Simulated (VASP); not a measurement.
Set up this calculation in VASP 6.6.1, as the native input.

| Quantity | Value |
| --- | --- |
| Task | relaxation of cell and atoms |
| Functional | LDA |
| Potentials or basis | VASP PAW LDA potentials, release 64 (Se) |
| Cutoff | 600 eV |
| k mesh | 20 × 20 × 20 |
| Occupations | methfessel-paxton, width 0.02 eV |
| Spin | no spin polarisation |
| Dipole correction | no |
| Further INCAR settings | ALGO = Normal; EDIFF = 1e-06; IBRION = 2; EDIFFG = -0.02; NSW = 60; ISIF = 3 |

The structure of Se lies in POSCAR:

```
Se
1.0
   -1.4038000000      1.4038000000      1.4038000000
    1.4038000000     -1.4038000000      1.4038000000
    1.4038000000      1.4038000000     -1.4038000000
Se
1
Direct
    0.0000000000      0.0000000000      0.0000000000
```

This isn't the form of Se at room conditions, which is trigonal, of chains.

One way to write it, as run:

INCAR

```
SYSTEM = Se
  PREC = Accurate
  ENCUT = 600
  EDIFF = 1E-6
  ISMEAR = 1
  SIGMA = 0.02
  LREAL = .False.
  LASPH = .True.
  NELM = 80
  ALGO = Normal
  ISIF = 3
  LWAVE = .False.
  LCHARG = .False.
  IBRION = 2
  NSW = 60
  EDIFFG = -0.02
```

KPOINTS

```
regular mesh
0
Gamma
  20 20 20
  0 0 0
```

Potentials or basis: VASP PAW LDA potentials, release 64 (Se).

Run with:

```sh
$ cat potpaw_LDA.64/Se/POTCAR > POTCAR
$ mpirun -np 1 vasp_std > vasp.out
```

Results of the run:

* Relaxed volume: 18.99 Å³/atom
* Relaxed cell: a = 2.911 Å, b = 2.911 Å, c = 2.911 Å, α = 109.47°, β = 109.47°, γ = 109.47°
* Space group after relaxing (to 0.1 Å): Im-3m (No. 229)
* Energy gained by relaxing: 2441.8 meV/atom
* Ionic steps: 8
* Pressure after relaxing: 0.0 GPa
* Band gap on the k mesh: zero (bands 3 and 4 overlap by 7.41 eV)

Caveat: the volume moved by over 15 % at a fixed basis, so the end points are rough.

It took 100 s on 1 thread of Intel Xeon 8259CL, on a shared host, peak memory 0.14 GiB.
